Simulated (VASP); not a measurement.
Write the native input for VASP 6.6.1 that does the following.

```yaml
Task: single point
Functional: PBE
Potentials_or_basis: VASP PAW PBE potentials, release 64 (Na_pv, F)
Cutoff: 520 eV
k_mesh: 8 × 8 × 8
Occupations: gaussian, width 0.05 eV
Spin: no spin polarisation
Dipole_correction: no
Further_INCAR_settings: ALGO = Normal; EDIFF = 1e-06; NBANDS = 14
```

The structure of NaF lies in POSCAR:

```
NaF
1.0
    0.0000000000      2.3233000000      2.3116835000
    2.3233000000      0.0000000000      2.3116835000
    2.3233000000      2.3233000000      0.0000000000
Na F
1 1
Direct
    0.0000000000      0.0000000000      0.0000000000
    0.5000000000      0.5000000000      0.5000000000
```

This cell differs from its parent crystal: strain -0.0050 x Voigt [0, 0, 1, 0, 0, 0].

One way to write it, as run:

INCAR

```
SYSTEM = NaF
  PREC = Accurate
  ENCUT = 520
  EDIFF = 1E-6
  ISMEAR = 0
  SIGMA = 0.05
  LREAL = .False.
  LASPH = .True.
  NELM = 100
  ALGO = Normal
  ISIF = 2
  LWAVE = .False.
  LCHARG = .False.
  GGA = PE
  NBANDS = 14
```

KPOINTS

```
regular mesh
0
Gamma
  8 8 8
  0 0 0
```

Potentials or basis: VASP PAW PBE potentials, release 64 (Na_pv, F).

The run is started by

```sh
$ cat potpaw_PBE.64/Na_pv/POTCAR potpaw_PBE.64/F/POTCAR > POTCAR
$ mpirun -np 1 vasp_std > vasp.out
```

It gave:

The pressure is 1.8 GPa. The band gap on the k mesh is 6.28 eV.

Caveat: the cell differs from its parent crystal (strain -0.0050 x Voigt [0, 0, 1, 0, 0, 0]).

Wall time 8.4 s on 1 thread of Intel(R) Xeon(R) Platinum 8259CL CPU @ 2.50GHz (Skylake/Cascade Lake), with other jobs on the host, peak memory 0.14 GiB.
